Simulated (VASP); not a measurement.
# Ge (P6_3/mmc) in VASP: further runs

Runs on Ge. Level: PBE. Tasks: relaxation of cell and atoms.

All numbers are computed with VASP 6.6.1; they aren't measurements. Logs are shortened: lines on timing, memory, paths and dates and some standing lists are left out, and cuts for length are marked.

## 1. The cell of the first run

Symmetry: P6_3/mmc, No. 194, hexagonal system. The conventional cell has a = 2.529 Å, b = 2.529 Å, c = 4.096 Å, α = 90.00°, β = 90.00°, γ = 120.00°. Ge (site symmetry -6m2) has 12 Ge at 2.52 to 2.53 Å within 3.3 Å.

This isn't the form of Ge at room conditions, which is diamond.

## 2. Relaxation of cell and atoms, PBE, target pressure 110 GPa, at which the enthalpy is minimised

Contents of INCAR:

```
SYSTEM = Ge
PREC     = Accurate       ! precision mode
ENCUT    = 600            ! plane-wave cutoff, eV
EDIFF    = 1E-6           ! SCF threshold, eV
ISMEAR   = -1             ! smearing method
SIGMA    = 0.05           ! smearing width, eV
LREAL    = .False.        ! projectors in reciprocal space
LASPH    = .True.         ! aspherical terms in the spheres
NELM     = 80             ! most SCF steps
ALGO     = Normal         ! electronic algorithm
ISIF     = 3              ! what is computed and relaxed
LWAVE    = .False.        ! write WAVECAR
LCHARG   = .False.        ! write CHGCAR
GGA      = PE             ! functional
IBRION   = 2              ! ionic algorithm
NSW      = 60             ! ionic steps
EDIFFG   = -0.005         ! ionic threshold
PSTRESS  = 1100.0
```

Contents of KPOINTS:

```
regular mesh
0
Gamma
  17 17 10
  0 0 0
```

Contents of POSCAR:

```
Ge
1.0
    2.5286857145      0.0000000000      0.0000000000
   -1.2643428572      2.1899060669      0.0000000000
    0.0000000000      0.0000000000      4.0964708574
Ge
2
Direct
    0.3333333333      0.6666666667      0.2500000000
    0.6666666667      0.3333333333      0.7500000000
```

Potentials or basis: VASP PAW PBE potentials, release 64 (Ge_d).

Started as:

```bash
cat potpaw_PBE.64/Ge_d/POTCAR > POTCAR
mpirun -np 1 vasp_std > vasp.out
```

OUTCAR:

```text
SYSTEM = Ge
   PREC = Accurate
   ENCUT = 600
   EDIFF = 1E-6
   ISMEAR = -1
   LREAL = .False.
   LASPH = .True.
   NELM = 80
   ISIF = 3
   GGA = PE
   IBRION = 2
   NSW = 60
   EDIFFG = -0.005
   PSTRESS = 1100.0

 ion  position               nearest neighbor table
   1  0.333  0.667  0.250-   2 2.52   2 2.52   2 2.52   2 2.52   2 2.52   2 2.52
   2  0.667  0.333  0.750-   1 2.52   1 2.52   1 2.52   1 2.52   1 2.52   1 2.52

  LATTYP: Found a hexagonal cell.
 ALAT       =     2.5286857145
 C/A-ratio  =     1.6200000000

  Lattice vectors:

 A1 = (   2.5286857145,   0.0000000000,   0.0000000000)
 A2 = (  -1.2643428572,   2.1899060669,   0.0000000000)
 A3 = (   0.0000000000,   0.0000000000,   4.0964708574)

Analysis of symmetry for initial positions (statically):
=====================================================================
 Subroutine PRICEL returns:
 Original cell was already a primitive cell.

 Routine SETGRP: Setting up the symmetry group for a
 hexagonal supercell.

 Subroutine GETGRP returns: Found 24 space group operations
 (whereof 12 operations were pure point group operations)
 out of a pool of 24 trial point group operations.

The static configuration has the point symmetry D_3d.
 The point group associated with its full space group is D_6h.

Analysis of symmetry for dynamics (positions and initial velocities):
=====================================================================
 Subroutine PRICEL returns:
 Original cell was already a primitive cell.

 Routine SETGRP: Setting up the symmetry group for a
 hexagonal supercell.

 Subroutine GETGRP returns: Found 24 space group operations
 (whereof 12 operations were pure point group operations)
 out of a pool of 24 trial point group operations.

The dynamic configuration has the point symmetry D_3d.
 The point group associated with its full space group is D_6h.

 Subroutine INISYM returns: Found 24 space group operations
 (whereof 12 operations are pure point group operations),
 and found     1 'primitive' translations

----------------------------------------------------------------------------------------

                                     Primitive cell

  volume of cell :      22.6846

  direct lattice vectors                    reciprocal lattice vectors
     2.528685714  0.000000000  0.000000000     0.395462352  0.228320295  0.000000000
    -1.264342857  2.189906067  0.000000000     0.000000000  0.456640591  0.000000000
     0.000000000  0.000000000  4.096470857     0.000000000  0.000000000  0.244112563

  length of vectors
     2.528685714  2.528685714  4.096470857     0.456640591  0.456640591  0.244112563

  position of ions in fractional coordinates (direct lattice)
     0.333333333  0.666666667  0.250000000
     0.666666667  0.333333333  0.750000000

  ion indices of the primitive-cell ions
   primitive index   ion index
                 1           1
                 2           2

----------------------------------------------------------------------------------------

 KPOINTS: regular mesh

Automatic generation of k-mesh.
 Grid dimensions read from file:
 generate k-points for:   17   17   10

 Generating k-lattice:

  Cartesian coordinates                     Fractional coordinates (reciprocal lattice)
     0.023262491  0.013430606  0.000000000     0.058823529  0.000000000  0.000000000
     0.000000000  0.026861211  0.000000000     0.000000000  0.058823529  0.000000000
     0.000000000  0.000000000  0.024411256     0.000000000  0.000000000  0.100000000

  Length of vectors
     0.026861211  0.026861211  0.024411256

  Shift w.r.t. Gamma in fractional coordinates (k-lattice)
     0.000000000  0.000000000  0.000000000

 Subroutine IBZKPT returns following result:
 ===========================================

 Found    198 irreducible k-points:

 Following reciprocal coordinates:
            Coordinates               Weight
  0.000000  0.000000  0.000000      1.000000
  0.058824  0.000000  0.000000      6.000000
  0.117647  0.000000  0.000000      6.000000
  0.176471  0.000000  0.000000      6.000000
  0.235294  0.000000  0.000000      6.000000
  0.294118  0.000000  0.000000      6.000000
[... 16 lines left out ...]
  0.411765  0.117647  0.000000     12.000000
  0.176471  0.176471  0.000000      6.000000
 [... further k-points ...]
   k-points           NKPTS =    198   k-points in BZ     NKDIM =    198   number of bands    NBANDS=     18
   number of dos      NEDOS =    301   number of ions     NIONS =      2
   total plane-waves  NPLWV =  14400
   dimension x,y,z NGX =    20 NGY =   20 NGZ =   36
   dimension x,y,z NGXF=    40 NGYF=   40 NGZF=   72
   ions per type =               2
   NGX,Y,Z   is equivalent  to a cutoff of  13.15, 13.15, 14.61 a.u.
   NGXF,Y,Z  is equivalent  to a cutoff of  26.30, 26.30, 29.22 a.u.
 SYSTEM =  Ge
   PREC   = accura    normal or accurate (medium, high low for compatibility)
   ISTART =      0    job   : 0-new  1-cont  2-samecut
   ICHARG =      2    charge: 1-file 2-atom 10-const
   ISPIN  =      1    spin polarized calculation?
   LNONCOLLINEAR =      F non collinear calculations
   LSORBIT =      F    spin-orbit coupling
   LASPH  =      T    aspherical Exc in radial PAW
   ENCUT  =  600.0 eV  44.10 Ry    6.64 a.u.   5.05  5.05  8.18*2*pi/ulx,y,z
   NELM   =     80;   NELMIN=  2; NELMDL= -5     # of ELM steps
   EDIFF  = 0.1E-05   stopping-criterion for ELM
   LREAL  =      F    real-space projection
   EDIFFG = -.5E-02   stopping-criterion for IOM
   NSW    =     60    number of steps for IOM
   IBRION =      2    ionic relax: 0-MD 1-quasi-New 2-CG
   NFREE  =      1    steps in history (QN), initial steepest desc. (CG)
   ISIF   =      3    stress and relaxation
   ISYM   =      2    0-nonsym 1-usesym 2-fastsym
   POTIM  = 0.5000    time-step for ionic-motion
   TEBEG  =    0.0;   TEEND  =   0.0 temperature during run
   PSTRESS= 1100.0 pullay stress
   NELECT =      28.0000    total number of electrons
   NUPDOWN=      -1.0000    fix difference up-down
   EMIN   =  10.00;   EMAX   =-10.00  energy-range for DOS
   EFERMI =   0.00;   METHOD = LEGACY
   ISMEAR =    -1;   SIGMA  =   0.05  broadening in eV -4-tet -1-fermi 0-gaus
   EFERMI_NEDOS =   21; number of points for ismear=-14 and -15
   IALGO  =     38    algorithm
   IMIX   =      4    mixing-type and parameters
     AMIX     =   0.40;   BMIX     =  1.00
     AMIX_MAG =   1.60;   BMIX_MAG =  1.00
  volume/ion in A,a.u.               =      11.34        76.54
  Fermi-wavevector in a.u.,A,eV,Ry     =   1.756106  3.318559 41.959128  3.083909
  Thomas-Fermi vector in A             =   2.825721
   LORBIT       =      0    0 simple, 1 ext, 2 COOP (PROOUT), +10 PAW based schemes
   GGA     = PE    functional components
   LHFCALC =     F    Hartree Fock is set to
   AEXX    =    0.0000 exact exchange contribution
   IVDW    =     0    specifies the selected vdW correction
   LEPSILON=     F    determine dielectric tensor
   LRPA    =     F    only Hartree local field effects (RPA)
 conjugate gradient relaxation of ions
 non-spin polarized calculation
  energy-cutoff  :      600.00
  volume of cell :       22.68
 maximum number of plane-waves:       778
   NGX = 11   NGY = 11   NGZ = 17

--------------------------------------- Ionic step        1  -------------------------------------------

 number of electron      27.9999994 magnetization

 Free energy of the ion-electron system (eV)
  ---------------------------------------------------
  ext. energy  EPLUGINS =         0.00000000
  ---------------------------------------------------
  free energy    TOTEN  =        -4.91954233 eV

  energy without entropy =       -4.91460189  energy(sigma->0) =       -4.91707211

------------------------ aborting loop because EDIFF is reached ----------------------------------------

  FORCE on cell =-STRESS in cart. coord.  units (eV):
  Direction    XX          YY          ZZ          XY          YZ          ZX
  --------------------------------------------------------------------------------------
  -------------------------------------------------------------------------------------
  Total       15.6749089     15.6749089     16.4459923      0.0000000      0.0000000     -0.0000000
  in kB     1107.0962940   1107.0962939   1161.5568025      0.0000000      0.0000000     -0.0000000
  external PRESSURE =      25.2497968 kB  Pullay stress =    1100.0000000 kB
[... 93 lines left out ...]
  FREE ENERGIE OF THE ION-ELECTRON SYSTEM (eV)
  ---------------------------------------------------
  free  energy   TOTEN  =        -5.0876980297 eV

  energy  without entropy=       -5.0824512128  energy(sigma->0) =       -5.08507462

  enthalpy is  TOTEN    =        10.6510167627 eV   P V=       15.7387147924

[... ionic steps 4 to 11 ...]

--------------------------------------- Ionic step       12  -------------------------------------------

 number of electron      27.9999999 magnetization

------------------------ aborting loop because EDIFF is reached ----------------------------------------

  FORCE on cell =-STRESS in cart. coord.  units (eV):
  Direction    XX          YY          ZZ          XY          YZ          ZX
  --------------------------------------------------------------------------------------
  -------------------------------------------------------------------------------------
  Total       15.6451382     15.6451382     15.6617676      0.0000000      0.0000000     -0.0000000
  in kB     1098.0484927   1098.0484926   1099.2156170      0.0000001      0.0000000     -0.0000000
  external PRESSURE =      -1.5624659 kB  Pullay stress =    1100.0000000 kB
[... 61 lines left out ...]
  enthalpy is  TOTEN    =        10.6481364726 eV   P V=       15.6704401341

--------------------------------------- Ionic step       14  -------------------------------------------

 number of electron      27.9999999 magnetization

 Free energy of the ion-electron system (eV)
  ---------------------------------------------------
  ext. energy  EPLUGINS =         0.00000000
  ---------------------------------------------------
  free energy    TOTEN  =        -5.02317415 eV

  energy without entropy =       -5.01792130  energy(sigma->0) =       -5.02054773

 E-fermi :  13.9631     XC(G=0): -14.0788

 val. band max:       13.9445378506   @ k =   0.4706   0.0588   0.1000
 cond. band min:      13.9704470796   @ k =   0.2353   0.1765   0.4000
 fundamental gap:      0.0259092290
 Fermi energy:        13.9631446155

 k-point     1 :       0.0000    0.0000    0.0000
  band No.  band energies     occupation
      1     -11.8205      2.00000
      2     -11.7088      2.00000
      3     -11.6736      2.00000
      4     -11.6736      2.00000
      5     -11.6362      2.00000
      6     -11.6362      2.00000
[... 10 lines left out ...]
     17      27.3423      0.00000
     18      28.4796      0.00000
[... 466 lines left out ...]
      2     -11.7701      2.00000
      3     -11.7189      2.00000
      4     -11.6519      2.00000
      5     -11.5868      2.00000
      6     -11.5361      2.00000
[... 10 lines left out ...]
     17      21.7307      0.00000
     18      21.8065      0.00000

 [... further k-points ...]

------------------------ aborting loop because EDIFF is reached ----------------------------------------

  FORCE on cell =-STRESS in cart. coord.  units (eV):
  Direction    XX          YY          ZZ          XY          YZ          ZX
  --------------------------------------------------------------------------------------
  -------------------------------------------------------------------------------------
  Total       15.6630437     15.6630437     15.6629250      0.0000000      0.0000000     -0.0000000
  in kB     1099.4197677   1099.4197675   1099.4114328      0.0000001      0.0000000     -0.0000000
  external PRESSURE =      -0.5830107 kB  Pullay stress =    1100.0000000 kB
[... 17 lines left out ...]
  FREE ENERGIE OF THE ION-ELECTRON SYSTEM (eV)
  ---------------------------------------------------
  free  energy   TOTEN  =        -5.0231741526 eV

  energy  without entropy=       -5.0179213040  energy(sigma->0) =       -5.02054773

  enthalpy is  TOTEN    =        10.6481359575 eV   P V=       15.6713101101

 reached required accuracy - stopping structural energy minimisation
```

It took 3.4 min on 1 thread of Intel Xeon 6975P-C (Granite Rapids), shared host; peak memory 0.21 GiB.

Results:

| Property | Result |
| --- | --- |
| Free energy | -5.0232 eV |
| Relaxed volume | 11.41 Å³/atom |
| Relaxed cell | a = 2.519 Å, b = 2.519 Å, c = 4.154 Å, α = 90.00°, β = 90.00°, γ = 120.00° |
| Space group after relaxing (to 0.1 Å) | P6_3/mmc (No. 194) |
| Energy change on relaxing (the run minimises the enthalpy) | -51.8 meV/atom |
| Ionic steps | 14 |
| Pressure after relaxing | 109.9 GPa |
| Band gap on the k mesh | zero (bands 14 and 15 overlap by 15.83 eV) |

Step by step:
```csv
step,energy change (eV),largest force (eV/Å),pressure (GPa),volume (Å³)
1,0.0000,0.0000,112.52,22.68
2,-0.3991,0.0000,101.16,23.27
3,-0.1682,0.0000,107.63,22.92
4,-0.1284,0.0000,109.41,22.86
5,-0.1485,0.0000,108.85,22.89
6,-0.1494,0.0000,108.58,22.89
7,-0.0063,0.0000,112.80,22.69
8,-0.1033,0.0000,109.97,22.83
9,-0.1042,0.0000,110.04,22.83
10,-0.1268,0.0000,109.20,22.86
11,-0.1061,0.0000,109.96,22.83
12,-0.1053,0.0000,109.84,22.83
13,-0.1028,0.0000,110.05,22.82
14,-0.1036,0.0000,109.94,22.83
```

Final structure:
```
Ge
1.0
     2.51878    0.00000    0.00000
    -1.25939    2.18133    0.00000
     0.00000    0.00000    4.15442
Ge
2
Cartesian
  0.0000 1.4542 1.0386
  1.2594 0.7271 3.1158
```

Levels at points of the mesh, in eV from the Fermi level:
| k point | band 10 | band 11 | band 12 | band 13 | band 14 | band 15 | band 16 | band 17 | band 18 |
| --- | --- | --- | --- | --- | --- | --- | --- | --- | --- |
| (0.00, 0.00, 0.00) | -25.29 | -18.86 | -9.70 | -9.69 | 10.89 | 10.89 | 13.38 | 13.38 | 14.52 |
| (0.00, 0.00, 0.50) | -25.36 | -16.59 | -16.59 | 1.45 | 1.45 | 12.75 | 12.75 | 12.75 | 12.75 |

Caveat: the cell is relaxed towards a set pressure, so the run minimises the enthalpy, not the energy.

[end of part 1 of 2]
